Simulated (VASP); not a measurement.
# CoSi2: single point with PBEsol

Crystal: CoSi2.

```
CELL_PARAMETERS angstrom
0.00000 2.65625 2.65625
2.65625 0.00000 2.65625
2.65625 2.65625 0.00000
ATOMIC_POSITIONS crystal
Co 0.00000 0.00000 0.00000
Si 0.21235 0.28765 0.21235
Si 0.71235 0.78765 0.71235
```

This cell differs from its parent crystal: all Si atoms moved -0.200 Å, as atom 2 along Cartesian [0 1 0].

```
Program             : VASP 6.6.1
Task                : single point
Functional          : PBEsol
Potentials or basis : VASP PAW PBE potentials, release 64 (Co, Si)
Cutoff              : 520 eV
k mesh              : 16 × 16 × 16
Occupations         : gaussian, width 0.15 eV
Spin                : no spin polarisation
```

The pressure is 3.5 GPa, the largest force is 2.523 eV/Å and the band gap on the k mesh is zero (an odd number of electrons rules out a gap without spin polarisation).

Forces on the atoms (eV/Å):
```
Co   0.000 -2.523  0.000
Si   0.000  1.261  0.000
Si   0.000  1.261  0.000
```

Stress tensor (GPa, compression positive):
```
4.24 0.00 0.00
0.00 2.16 0.00
0.00 0.00 4.24
```

Levels at points of the mesh, in eV from the Fermi level:
| k point | band 6 | band 7 | band 8 | band 9 | band 10 | band 11 | band 12 | band 13 |
| --- | --- | --- | --- | --- | --- | --- | --- | --- |
| (0.00, 0.00, 0.00) | -2.03 | 0.90 | 2.94 | 2.94 | 3.53 | 3.69 | 3.93 | 3.93 |
| (0.50, 0.00, 0.00) | -1.90 | -1.76 | -0.39 | -0.31 | 2.39 | 3.48 | 3.82 | 4.49 |
| (0.50, 0.50, 0.00) | -2.18 | -2.04 | -1.95 | -1.44 | 1.62 | 2.85 | 8.58 | 9.76 |
| (0.50, 0.00, 0.50) | -1.95 | -1.95 | -1.93 | -1.50 | 1.60 | 2.82 | 8.73 | 9.77 |

Run time: 4.2 min on 1 thread of Intel Xeon 8259CL (shared host), peak memory 0.32 GiB.

Caveat: the cell differs from its parent crystal (all Si atoms moved -0.200 Å, as atom 2 along Cartesian [0 1 0]); the cell stands under pressure; the PAW data sets were made with another functional, which shifts forces and pressure a little; the run has no spin polarisation, though such a crystal can be magnetic. Spin polarisation is off, so any magnetic state and its effect on volume and gap are missing.
